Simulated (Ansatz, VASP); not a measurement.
# BeCd: VASP beside Ansatz

```
CELL_PARAMETERS angstrom
3.10483 0.00000 0.00000
0.00000 3.10483 0.00000
0.00000 0.00000 3.10483
ATOMIC_POSITIONS crystal
Be 0.00000 0.00000 0.00000
Cd 0.50000 0.50000 0.50000
```

Alike in both runs: functional PBE; k mesh 18 × 18 × 18; occupations gaussian, width 0.1 eV; no spin polarisation.

Ansatz relaxed the structure, and its values are those at the end. VASP's run is a single point on that final structure, the one shown.

```csv
,VASP,Ansatz
version,VASP 6.6.1,Ansatz 0.2.0
potentials or method,"VASP PAW PBE potentials, release 64 (Be, Cd), cutoff 520 eV","scalar-relativistic, plane waves, PAW"
valence electrons in the cell,14,22
```

```tsv
	VASP	Ansatz	Ansatz less VASP
gap on the k mesh at the Fermi level (eV)	none	none	-
pressure (GPa)	0.2	0.0	-0.28
```

A gap of «none» marks a metal or a gap that the smearing closes. VASP's potentials hold 14 valence electrons a cell and Ansatz's 22, so a difference there can come from the potentials and not from the codes.
